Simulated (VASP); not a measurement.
Al: relaxation of cell and atoms with PBEsol+D3(BJ)

The system is Al.

```
CELL_PARAMETERS angstrom
2.82708 0.00000 0.00000
-1.41354 2.44832 0.00000
0.00000 0.00000 9.18599
ATOMIC_POSITIONS crystal
Al 0.00000 0.00000 0.00000
Al 0.00000 0.00000 0.50000
Al 0.33333 0.66667 0.25000
Al 0.66667 0.33333 0.75000
```

This isn't the form of Al at room conditions, which is fcc.

| Quantity | Value |
| --- | --- |
| Program | VASP 6.6.1 |
| Task | relaxation of cell and atoms |
| Functional | PBEsol |
| Dispersion | D3(BJ) |
| Potentials or basis | VASP PAW PBE potentials, release 64 (Al) |
| Cutoff | 600 eV |
| k mesh | 10 × 10 × 3 |
| Occupations | fermi-dirac, width 0.1 eV |
| Spin | no spin polarisation |
| Dipole correction | no |
| Further INCAR settings | ALGO = Normal; EDIFF = 1e-06; IBRION = 2; EDIFFG = -0.01; NSW = 80; ISIF = 3 |

The relaxed volume is 15.63 Å³/atom and the relaxed cell is a = 2.799 Å, b = 2.799 Å, c = 9.212 Å, α = 90.00°, β = 90.00°, γ = 120.00°. The space group after relaxing (to 0.1 Å) is P6_3/mmc (No. 194). The energy gained by relaxing is 2.6 meV/atom, the ionic steps are 5 and the pressure after relaxing is 0.0 GPa. The band gap on the k mesh is zero (bands 6 and 7 overlap by 5.23 eV). The dispersion energy per atom is -0.335 eV.

The path:
| step | energy change (eV) | largest force (eV/Å) | pressure (GPa) | volume (Å³) |
| --- | --- | --- | --- | --- |
| 1 | 0.0000 | 0.0000 | -1.55 | 63.58 |
| 2 | -0.0098 | 0.0000 | 0.47 | 62.17 |
| 3 | -0.0101 | 0.0000 | 0.14 | 62.39 |
| 4 | -0.0101 | 0.0000 | 0.11 | 62.41 |
| 5 | -0.0102 | 0.0000 | -0.04 | 62.51 |

Final structure:
```yaml
crystal:
  lattice:
    - [2.79920, 0.00000, 0.00000]
    - [-1.39960, 2.42418, 0.00000]
    - [0.00000, 0.00000, 9.21236]
  atoms:
    - { symbol: Al, position: [0.00000, 0.00000, 0.00000] }
    - { symbol: Al, position: [0.00000, 0.00000, 0.50000] }
    - { symbol: Al, position: [0.33333, 0.66667, 0.25000] }
    - { symbol: Al, position: [0.66667, 0.33333, 0.75000] }
```

Levels at points of the mesh, in eV from the Fermi level:
```tsv
k point	band 2	band 3	band 4	band 5	band 6	band 7	band 8	band 9
(0.00, 0.00, 0.00)	-9.80	-9.80	-4.87	-4.57	3.38	3.39	11.18	11.18
(0.50, 0.00, 0.00)	-5.36	-4.07	-4.03	-3.38	-3.33	0.78	1.20	1.33
```

It took 120 s on 1 thread of Intel Xeon 8259CL, on a shared host, peak memory 0.21 GiB.

Caveat: the PAW data sets were made with another functional, which shifts forces and pressure a little.
